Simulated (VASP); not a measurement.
Write the native input for VASP 6.6.1 that does the following.

| Item | Value |
| --- | --- |
| Task | single point |
| Functional | LDA |
| Potentials or basis | VASP PAW LDA potentials, release 64 (K_sv, F) |
| Cutoff | 520 eV |
| k mesh | 8 × 8 × 8 |
| Occupations | gaussian, width 0.05 eV |
| Spin | no spin polarisation |
| Dipole correction | no |
| Further INCAR settings | ALGO = Normal; EDIFF = 1e-06; NBANDS = 15 |

The structure of KF lies in POSCAR:

```
KF
1.0
    0.0843843556      2.6518596787      2.6518596787
    2.6518596787      0.0843843556      2.6518596787
    2.6518596787      2.6518596787      0.0843843556
K F
1 1
Direct
    0.0000000000      0.0000000000      0.0000000000
    0.5000000000      0.5000000000      0.5000000000
```

These files were run (other wordings do the same):

INCAR

```
PREC     = Accurate       # precision mode
ENCUT    = 520            # plane-wave cutoff, eV
EDIFF    = 1E-6           # SCF threshold, eV
ISMEAR   = 0              # smearing method
SIGMA    = 0.05           # smearing width, eV
LREAL    = False          # projectors in reciprocal space
LASPH    = True           # aspherical terms in the spheres
NELM     = 100            # most SCF steps
ALGO     = Normal         # electronic algorithm
ISIF     = 2              # what is computed and relaxed
LWAVE    = False          # write WAVECAR
LCHARG   = False          # write CHGCAR
NBANDS   = 15             # bands
```

KPOINTS

```
Automatic mesh
0
Gamma
  8 8 8
```

Potentials or basis: VASP PAW LDA potentials, release 64 (K_sv, F).

Launch:

```sh
$ cat potpaw_LDA.64/K_sv/POTCAR potpaw_LDA.64/F/POTCAR > POTCAR
$ mpirun -np 1 vasp_std > vasp.out
```

Results of the run:

* Pressure: -1.2 GPa
* Band gap on the k mesh: 6.14 eV, direct

Run time: 21 s on 1 thread of AMD EPYC 7R13 Processor (Zen 3) (shared host), peak memory 0.13 GiB.
